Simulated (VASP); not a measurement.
SrMg: electric field gradients with LDA

SrMg:

```
Sr Mg
1.0
     3.87382    0.00000    0.00000
     0.00000    3.87382    0.00000
     0.00000    0.00000    3.87382
Sr Mg
1 1
Direct
  0.50000 0.50000 0.50000
  0.00000 0.00000 0.00000
```

This cell differs from its parent crystal: volume scaled by 0.98.

```
Program                : VASP 6.6.1
Task                   : electric field gradients
Functional             : LDA
Potentials or basis    : VASP PAW LDA potentials, release 64 (Sr_sv, Mg)
Cutoff                 : 520 eV
k mesh                 : 9 × 9 × 9
Occupations            : fermi-dirac, width 0.05 eV
Spin                   : no spin polarisation
Dipole correction      : no
Further INCAR settings : ALGO = Normal; EDIFF = 1e-08; NBANDS = 13
```

The pressure is 4.0 GPa and the band gap on the k mesh is zero (band 6 reaches 3.31 eV, above the bottom of band 7 at 1.92 eV).

Levels at points of the mesh, in eV from the Fermi level:
```
           k point  band 3  band 4  band 5  band 6  band 7  band 8  band 9  band 10
(0.00, 0.00, 0.00)  -17.41  -17.41   -5.30    0.58    0.58    4.54    4.54     4.54
```

It took 10 s on 1 thread of Intel(R) Xeon(R) 6975P-C (Granite Rapids), on a shared host, peak memory 0.16 GiB.

Caveat: without QUAD_EFG the Cq values of the log hold for a quadrupole moment of 1 mb, not for the nuclei.
